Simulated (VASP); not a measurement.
# Zn11CuF24 (a cell with a defect) in VASP: electric field gradients with PBE

Aim: the electric field gradients of Zn11CuF24 (a cell with a defect) with PBE.

Program: VASP 6.6.1. These are calculated values, not measurements. Logs are shortened: lines on timing, memory, paths and dates and some standing lists are left out, and cuts for length are marked.

**1. The cell of the first run**

The cell holds a defect, 36 atoms: a = 6.654 Å, b = 6.654 Å, c = 9.401 Å, α = 90.00°, β = 90.00°, γ = 90.00°.

**2. Electric field gradients, PBE**

Input file INCAR:

```
SYSTEM = Zn11CuF24
PREC     = Accurate       ! precision mode
ENCUT    = 520            ! plane-wave cutoff, eV
EDIFF    = 1E-8           ! SCF threshold, eV
ISMEAR   = -1             ! smearing method
SIGMA    = 0.01           ! smearing width, eV
LREAL    = Auto         
LASPH    = .True.         ! aspherical terms in the spheres
NELM     = 100            ! most SCF steps
ALGO     = Normal         ! electronic algorithm
ISIF     = 2              ! what is computed and relaxed
LWAVE    = .False.        ! write WAVECAR
LCHARG   = .False.        ! write CHGCAR
GGA      = PE             ! functional
LEFG     = .True.       
NELECT   = 312.0        
NBANDS   = 180            ! bands
LUSENCCL = .False.
```

Input file KPOINTS:

```
regular mesh
0
Gamma
  3 3 2
  0 0 0
```

Input file POSCAR:

```
Zn11CuF24
1.0
    4.7048000000      4.7048000000      0.0000000000
   -4.7048000000      4.7048000000      0.0000000000
    0.0000000000      0.0000000000      9.4014000000
Cu Zn F
1 11 24
Direct
    0.0000000000      0.0000000000      0.0000000000
    0.0000000000      0.0000000000      0.3333333333
    0.0000000000      0.0000000000      0.6666666667
    0.5000000000      0.5000000000      0.0000000000
    0.5000000000      0.5000000000      0.3333333333
    0.5000000000      0.5000000000      0.6666666667
    0.5000000000      0.0000000000      0.1666666667
    0.5000000000      0.0000000000      0.5000000000
    0.5000000000      0.0000000000      0.8333333333
    0.0000000000      0.5000000000      0.1666666667
    0.0000000000      0.5000000000      0.5000000000
    0.0000000000      0.5000000000      0.8333333333
    0.3024000000      0.0000000000      0.0000000000
    0.3024000000      0.0000000000      0.3333333333
    0.3024000000      0.0000000000      0.6666666667
    0.8024000000      0.5000000000      0.0000000000
    0.8024000000      0.5000000000      0.3333333333
    0.8024000000      0.5000000000      0.6666666667
    0.5000000000      0.3024000000      0.1666666667
    0.5000000000      0.3024000000      0.5000000000
    0.5000000000      0.3024000000      0.8333333333
    0.0000000000      0.8024000000      0.1666666667
    0.0000000000      0.8024000000      0.5000000000
    0.0000000000      0.8024000000      0.8333333333
    0.6976000000      0.0000000000      0.0000000000
    0.6976000000      0.0000000000      0.3333333333
    0.6976000000      0.0000000000      0.6666666667
    0.1976000000      0.5000000000      0.0000000000
    0.1976000000      0.5000000000      0.3333333333
    0.1976000000      0.5000000000      0.6666666667
    0.5000000000      0.6976000000      0.1666666667
    0.5000000000      0.6976000000      0.5000000000
    0.5000000000      0.6976000000      0.8333333333
    0.0000000000      0.1976000000      0.1666666667
    0.0000000000      0.1976000000      0.5000000000
    0.0000000000      0.1976000000      0.8333333333
```

Potentials or basis: VASP PAW PBE potentials, release 64 (Cu, Zn, F).

On the command line:

```
$ cat potpaw_PBE.64/Cu/POTCAR potpaw_PBE.64/Zn/POTCAR potpaw_PBE.64/F/POTCAR > POTCAR
$ mpirun -np 1 vasp_std > vasp.out
```

OUTCAR:

```text
SYSTEM = Zn11CuF24
   PREC = Accurate
   ENCUT = 520
   EDIFF = 1E-8
   ISMEAR = -1
   LREAL = Auto
   LASPH = .True.
   NELM = 100
   ISIF = 2
   GGA = PE
   NELECT = 312.0

 ion  position               nearest neighbor table
   1  0.000  0.000  0.000-  13 2.01  25 2.01  24 2.05  22 2.05  34 2.05  36 2.05
   2  0.000  0.000  0.333-  14 2.01  26 2.01  22 2.05  34 2.05  23 2.05  35 2.05
   3  0.000  0.000  0.667-  15 2.01  27 2.01  24 2.05  36 2.05  35 2.05  23 2.05
   4  0.500  0.500  0.000-  16 2.01  28 2.01  21 2.05  19 2.05  31 2.05  33 2.05
   5  0.500  0.500  0.333-  17 2.01  29 2.01  19 2.05  31 2.05  20 2.05  32 2.05
   6  0.500  0.500  0.667-  18 2.01  30 2.01  21 2.05  33 2.05  32 2.05  20 2.05
   7  0.500  0.000  0.167-  19 2.01  31 2.01  26 2.05  14 2.05  13 2.05  25 2.05
   8  0.500  0.000  0.500-  20 2.01  32 2.01  14 2.05  26 2.05  27 2.05  15 2.05
   9  0.500  0.000  0.833-  21 2.01  33 2.01  27 2.05  15 2.05  13 2.05  25 2.05
  10  0.000  0.500  0.167-  22 2.01  34 2.01  29 2.05  17 2.05  16 2.05  28 2.05
  11  0.000  0.500  0.500-  23 2.01  35 2.01  17 2.05  29 2.05  30 2.05  18 2.05
  12  0.000  0.500  0.833-  24 2.01  36 2.01  30 2.05  18 2.05  16 2.05  28 2.05
  13  0.302  0.000  0.000-   1 2.01   7 2.05   9 2.05
  14  0.302  0.000  0.333-   2 2.01   7 2.05   8 2.05
  15  0.302  0.000  0.667-   3 2.01   9 2.05   8 2.05
  16  0.802  0.500  0.000-   4 2.01  10 2.05  12 2.05
  17  0.802  0.500  0.333-   5 2.01  10 2.05  11 2.05
[... 17 lines left out ...]
  35  0.000  0.198  0.500-  11 2.01   3 2.05   2 2.05
  36  0.000  0.198  0.833-  12 2.01   3 2.05   1 2.05

  LATTYP: Found a simple tetragonal cell.
 ALAT       =     6.6535919683
 C/A-ratio  =     1.4129811454

  Lattice vectors:

 A1 = (   4.7048000000,   4.7048000000,   0.0000000000)
 A2 = (  -4.7048000000,   4.7048000000,   0.0000000000)
 A3 = (   0.0000000000,   0.0000000000,   9.4014000000)

Analysis of symmetry for initial positions (statically):
=====================================================================
 Subroutine PRICEL returns:
 Original cell was already a primitive cell.

 Routine SETGRP: Setting up the symmetry group for a
 simple tetragonal supercell.

 Subroutine GETGRP returns: Found  8 space group operations
[... 1591 lines left out ...]

------------------------ aborting loop because EDIFF is reached ----------------------------------------

  FORCE on cell =-STRESS in cart. coord.  units (eV):
  Direction    XX          YY          ZZ          XY          YZ          ZX
  --------------------------------------------------------------------------------------
  -------------------------------------------------------------------------------------
  Total       26.8687604     26.8687604     29.7127024      0.8609603      0.0000000      0.0000000
  in kB      103.4316263    103.4316263    114.3794162      3.3142774      0.0000000      0.0000000
  external PRESSURE =     107.0808896 kB  Pullay stress =       0.0000000 kB

 VOLUME and BASIS-vectors are now :
 -----------------------------------------------------------------------------
  energy-cutoff  :      520.00
  volume of cell :      416.20
      direct lattice vectors                 reciprocal lattice vectors
     4.704800000  4.704800000  0.000000000     0.106274443  0.106274443 -0.000000000
    -4.704800000  4.704800000  0.000000000    -0.106274443  0.106274443  0.000000000
     0.000000000  0.000000000  9.401400000     0.000000000 -0.000000000  0.106367137

 POSITION                                       TOTAL-FORCE (eV/Angst)
 -----------------------------------------------------------------------------------
      0.00000      0.00000      0.00000         0.000000     -0.000000     -0.000000
      0.00000      0.00000      3.13380         0.000000     -0.000000     -0.687094
      0.00000      0.00000      6.26760         0.000000     -0.000000      0.687094
      0.00000      4.70480      0.00000         0.000000     -0.000000     -0.000000
      0.00000      4.70480      3.13380         0.000000     -0.000000     -0.166023
      0.00000      4.70480      6.26760         0.000000     -0.000000      0.166023
[... 28 lines left out ...]
     -0.92967      0.92967      4.70070        -0.026056      0.026056     -0.000000
     -0.92967      0.92967      7.83450        -0.439042      0.439042     -0.824860
 -----------------------------------------------------------------------------------
    total drift:                               -0.000000      0.000000     -0.000000

  FREE ENERGIE OF THE ION-ELECTRON SYSTEM (eV)
  ---------------------------------------------------
  free  energy   TOTEN  =      -136.8485478900 eV

  energy  without entropy=     -136.8413866540  energy(sigma->0) =     -136.84496727

 Electric field gradients (V/A^2)
---------------------------------------------------------------------
 ion       V_xx      V_yy      V_zz      V_xy      V_xz      V_yz
---------------------------------------------------------------------
   1      10.397    10.397   -20.794    19.140     0.000     0.000
   2       5.855     5.855   -11.710   -13.831    -0.000    -0.000
   3       5.855     5.855   -11.710   -13.831     0.000    -0.000
   4       5.064     5.064   -10.127   -19.668    -0.000     0.000
   5       5.531     5.531   -11.062   -18.475    -0.000     0.000
   6       5.531     5.531   -11.062   -18.475    -0.000     0.000
[... 28 lines left out ...]
  35     -10.937   -10.937    21.873   -76.705     0.000    -0.000
  36      -8.261    -8.261    16.522   -77.568    -9.914     9.914
---------------------------------------------------------------------

 Electric field gradients after diagonalization (V/A^2)
 (convention: |V_zz| > |V_xx| > |V_yy|)
----------------------------------------------------------------------
 ion       V_xx      V_yy      V_zz     asymmetry (V_yy - V_xx)/ V_zz
----------------------------------------------------------------------
   1     -20.794    -8.742    29.537       0.408
   2     -11.710    -7.976    19.686       0.190
   3     -11.710    -7.976    19.686       0.190
   4     -14.604   -10.127    24.731       0.181
   5     -12.944   -11.062    24.006       0.078
   6     -12.944   -11.062    24.006       0.078
[... 28 lines left out ...]
  35      65.768    21.873   -87.641       0.501
  36      72.800    13.029   -85.830       0.696
----------------------------------------------------------------------

           NMR quadrupolar parameters

 Cq : quadrupolar parameter    Cq=e*Q*V_zz/h
 eta: asymmetry parameters     (V_yy - V_xx)/ V_zz
 Q  : nuclear electric quadrupole moment in mb (millibarn)
----------------------------------------------------------------------
 ion       Cq(MHz)       eta       Q (mb)
----------------------------------------------------------------------
   1       0.071       0.408       1.000
   2       0.048       0.190       1.000
   3       0.048       0.190       1.000
   4       0.060       0.181       1.000
   5       0.058       0.078       1.000
   6       0.058       0.078       1.000
[... 28 lines left out ...]
  35      -0.212       0.501       1.000
  36      -0.208       0.696       1.000
----------------------------------------------------------------------
```

OSZICAR:

```text
N       E                     dE             d eps       ncg     rms          rms(c)
DAV:   1     0.545948081171E+04    0.54595E+04   -0.14139E+05  2880   0.240E+03
DAV:   2     0.111326506258E+04   -0.43462E+04   -0.41497E+04  2888   0.712E+02
DAV:   3    -0.401829723170E+02   -0.11534E+04   -0.11222E+04  2964   0.316E+02
[... 13 lines left out ...]
DAV:  69    -0.136848548041E+03   -0.50592E-07   -0.39982E-09  1580   0.268E-04    0.137E-02
DAV:  70    -0.136848547953E+03    0.87704E-07   -0.45236E-09  1500   0.195E-04    0.120E-02
DAV:  71    -0.136848547981E+03   -0.28305E-07   -0.16124E-09  1516   0.251E-04    0.127E-02
DAV:  72    -0.136848547887E+03    0.94484E-07   -0.43212E-09  1500   0.209E-04    0.110E-02
DAV:  73    -0.136848547890E+03   -0.32142E-08   -0.21873E-09  1580   0.245E-04
   1 F= -.13684855E+03 E0= -.13684497E+03  d E =-.716124E-02
```

stdout:

```text
[vt-gpu-o6-0:25332] opal_ifinit: socket() failed with errno=97
 Offloading initialized ...    1 GPUs detected
 POSCAR found type information on POSCAR CuZnF
 POSCAR found :  3 types and      36 ions
 scaLAPACK will be used selectively (only on CPU)
 LDA part: xc-table for (Slater+PW92), standard interpolation
 POSCAR, INCAR and KPOINTS ok, starting setup
 FFT: planning ... GRIDC
 FFT: planning ... GRID_SOFT
 FFT: planning ... GRID
 WAVECAR not read
 entering main loop
 the old and the new charge density differ
 old charge density:   311.00000 new  312.00001
    0.342E+01
ion   1

ion   2

ion   3

ion   4

ion   5

ion   6

ion   7

ion   8

ion   9

ion  10

ion  11

ion  12

ion  13

ion  14

ion  15

ion  16

ion  17

ion  18

ion  19

ion  20

ion  21

ion  22

ion  23

ion  24

ion  25

ion  26

ion  27

ion  28

ion  29

ion  30

ion  31

ion  32

ion  33

ion  34

ion  35

ion  36
```

It took 6.4 min on 1 × NVIDIA H100 80GB with 1 thread of Intel Xeon Platinum 8481C at 2.70GHz (Sapphire Rapids), shared host; peak memory 1.6 GiB.

What came out:

```
Free energy                             : -136.8485 eV
Largest force                           : 1.032 eV/Å
Largest electric field gradient by atom : Cu +29.5; Zn +19.7, +24.7, +24.0, +22.5, +22.3, +28.3, +23.1 (each value once); F -87.3, -87.8, -93.1, -89.5, -90.4, -89.4, -85.8, -87.6 (each value once) V/Å²
```

Forces in eV/Å, atoms in the order of the input:
```
Cu   0.000  0.000  0.000
Zn   0.000  0.000 -0.687
Zn   0.000  0.000  0.687
Zn   0.000  0.000  0.000
Zn   0.000  0.000 -0.166
Zn   0.000  0.000  0.166
Zn   0.000  0.000 -0.605
Zn   0.000  0.000  0.000
Zn   0.000  0.000  0.605
Zn   0.000  0.000 -0.225
Zn   0.000  0.000  0.000
Zn   0.000  0.000  0.225
F    0.532  0.532  0.000
F    0.083  0.083  0.152
F    0.083  0.083 -0.152
F   -0.140 -0.140  0.000
F   -0.118 -0.118  0.177
F   -0.118 -0.118 -0.177
F   -0.100  0.100  0.106
F    0.004 -0.004  0.000
F   -0.100  0.100 -0.106
F    0.439 -0.439  0.825
F    0.026 -0.026  0.000
F    0.439 -0.439 -0.825
F   -0.532 -0.532  0.000
F   -0.083 -0.083  0.152
F   -0.083 -0.083 -0.152
F    0.140  0.140  0.000
F    0.118  0.118  0.177
F    0.118  0.118 -0.177
F    0.100 -0.100  0.106
F   -0.004  0.004  0.000
F    0.100 -0.100 -0.106
F   -0.439  0.439  0.825
F   -0.026  0.026  0.000
F   -0.439  0.439 -0.825
```

Electric field gradients, principal values (V/Å²):
```csv
atom,least,middle,greatest (by size)
1 Cu,-8.742,-20.794,29.537
2 Zn,-7.976,-11.710,19.686
3 Zn,-7.976,-11.710,19.686
4 Zn,-10.127,-14.604,24.731
5 Zn,-11.062,-12.944,24.006
6 Zn,-11.062,-12.944,24.006
7 Zn,-7.397,-15.115,22.512
8 Zn,-9.830,-12.441,22.271
9 Zn,-7.397,-15.115,22.512
10 Zn,-7.430,-20.845,28.275
11 Zn,-11.274,-11.869,23.143
12 Zn,-7.430,-20.845,28.275
13 F,37.773,49.524,-87.297
14 F,25.180,62.662,-87.843
15 F,25.180,62.662,-87.843
16 F,25.442,67.646,-93.088
17 F,24.142,65.325,-89.467
18 F,24.142,65.325,-89.467
19 F,27.887,62.558,-90.445
20 F,25.227,64.216,-89.443
21 F,27.887,62.558,-90.445
22 F,13.029,72.800,-85.830
23 F,21.873,65.768,-87.641
24 F,13.029,72.800,-85.830
25 F,37.773,49.524,-87.297
26 F,25.180,62.662,-87.843
27 F,25.180,62.662,-87.843
28 F,25.442,67.646,-93.088
29 F,24.142,65.325,-89.467
30 F,24.142,65.325,-89.467
31 F,27.887,62.558,-90.445
32 F,25.227,64.216,-89.443
33 F,27.887,62.558,-90.445
34 F,13.029,72.800,-85.830
35 F,21.873,65.768,-87.641
36 F,13.029,72.800,-85.830
```

Caveat: the cell carries a net charge on a neutralising background, which shifts energy and pressure; the cell is charged against a uniform background, so pressure and absolute levels hang on convention; without QUAD_EFG the Cq values of the log hold for a quadrupole moment of 1 mb, not for the nuclei.
